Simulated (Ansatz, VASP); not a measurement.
**Two plane-wave programs on ZnS**

Contents of INCAR:

```
SYSTEM = ZnS
ALGO = Normal
EDIFF = 1E-6
ENCUT = 520
GGA = PE
ISIF = 2
ISMEAR = 0
LASPH = .True.
LCHARG = .False.
LREAL = .False.
LWAVE = .False.
NBANDS = 16
NELM = 100
PREC = Accurate
SIGMA = 0.05
```

File KPOINTS:

```
k-points
0
Gamma
  10 10 10
  0 0 0
```

POSCAR

```
ZnS
1.0
    0.0000000000      2.7046500000      2.7046500000
    2.7046500000      0.0000000000      2.7046500000
    2.7046500000      2.7046500000      0.0000000000
Zn S
1 1
Direct
    0.0831900616      0.0831900616     -0.1420143182
    0.7500000000      0.7500000000      0.7500000000
```

Input for Ansatz:

```yaml
crystal:
  lattice:
    - [0.0, 2.70465, 2.70465]
    - [2.70465, 0.0, 2.70465]
    - [2.70465, 2.70465, 0.0]
  atoms:
    - { symbol: Zn, position: [0.0831900616, 0.0831900616, -0.1420143182] }
    - { symbol: S, position: [0.75, 0.75, 0.75] }
basis:
  ecutwfc: 420
kpoints:
  mp_grid: { grid: [10, 10, 10] }
hamiltonian:
  xc: pbe
scf:
  occupations: { method: gaussian, width: 0.05 }
output:
  forces: true
  stress: true
  eigenvalues: true
```

Alike in both runs: task single point; functional PBE; k mesh 10 × 10 × 10; occupations gaussian, width 0.05 eV; no spin polarisation.

|  | VASP | Ansatz |
| --- | --- | --- |
| version | VASP 6.6.1 | Ansatz 0.2.0 |
| potentials or method | VASP PAW PBE potentials, release 64 (Zn, S), cutoff 520 eV | scalar-relativistic, plane waves, PAW |
| valence electrons in the cell | 18 | 18 |

```csv
,VASP,Ansatz,Ansatz less VASP
gap on the k mesh at the Fermi level (eV),2.08,2.07,-0.013
least direct gap on the mesh (eV),2.08,2.07,-0.013
pressure (GPa),7.4,7.2,-0.12
"traceless stress, the component that is largest in VASP (GPa)",-9.93,-9.80,+0.135
rms of the force components (eV/Å),1.172,1.162,-0.0094
```

Atom by atom the forces differ by 0.009 eV/Å (rms over components).
